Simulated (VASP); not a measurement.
Input of a VASP 6.6.1 run:

File INCAR:

```
  PREC = Accurate
  ENCUT = 520
  EDIFF = 1E-6
  ISMEAR = -1
  SIGMA = 0.1
  LREAL = False
  LASPH = True
  NELM = 100
  ALGO = Normal
  ISIF = 2
  LWAVE = False
  LCHARG = False
  NBANDS = 22
```

The input KPOINTS:

```
Automatic mesh
0
Gamma
  8 8 11
```

Contents of POSCAR:

```
Hf
1.0
    4.7427177533      0.0000000000      0.0000000000
   -2.3713588767      4.1073140574      0.0000000000
    0.0000000000      0.0000000000      2.9572652884
Hf
3
Direct
    0.0000000000      0.0000000000      0.0000000000
    0.3333333333      0.6666666667      0.5000000000
    0.6666666667      0.3333333333      0.5000000000
```

Potentials or basis: VASP PAW LDA potentials, release 64 (Hf_pv).

The run is started by

```bash
$ cat potpaw_LDA.64/Hf_pv/POTCAR > POTCAR
$ mpirun -np 1 vasp_std > vasp.out
```

**Question.** What does it give for the band gap on the k mesh?

**Answer.** Zero (band 15 reaches 6.20 eV, above the bottom of band 16 at 5.23 eV).

**Question.** Estimate the pressure.

**Answer.** 10.1 GPa.

Stress tensor (GPa, compression positive):
```
10.01  0.00  0.00
 0.00 10.01  0.00
 0.00  0.00 10.28
```

Caveat: spin-orbit coupling is left out, which moves the levels of the heavy elements.
